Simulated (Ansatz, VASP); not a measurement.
## Two plane-wave programs on AlPd4

```xyz
5
Lattice="-2.9926 2.9926 2.5659 2.9926 -2.9926 2.5659 2.9926 2.9926 -2.5659" Properties=species:S:1:pos:R:3 pbc="T T T"
Al    0.0000    0.0000    0.0000
Pd    1.3023    1.3023    2.5659
Pd    1.6902    1.6902    0.0000
Pd   -1.3023    1.3023    2.5659
Pd    1.3023   -1.3023    2.5659
```

Alike in both runs: functional PBE; k mesh 10 × 10 × 10; occupations gaussian, width 0.1 eV; no spin polarisation.

Ansatz relaxed the structure, and its values are those at the end. VASP's run is a single point on that final structure, the one shown.

```csv
,VASP,Ansatz
version,VASP 6.6.1,Ansatz 0.2.0
potentials or method,"VASP PAW PBE potentials, release 64 (Al, Pd), cutoff 520 eV","scalar-relativistic, plane waves, PAW"
valence electrons in the cell,43,75
```

Ansatz gave:

```
gap on the k mesh at the Fermi level (eV) : none
pressure (GPa)                            : 0.0
rms of the force components (eV/Å)        : 0.000
```

Question: Estimate VASP's values.

Answer: gap on the k mesh at the Fermi level (eV): none; pressure (GPa): -0.1; rms of the force components (eV/Å): 0.016.

A gap of «none» marks a metal or a gap that the smearing closes. VASP's potentials hold 43 valence electrons a cell and Ansatz's 75, so a difference there can come from the potentials and not from the codes.
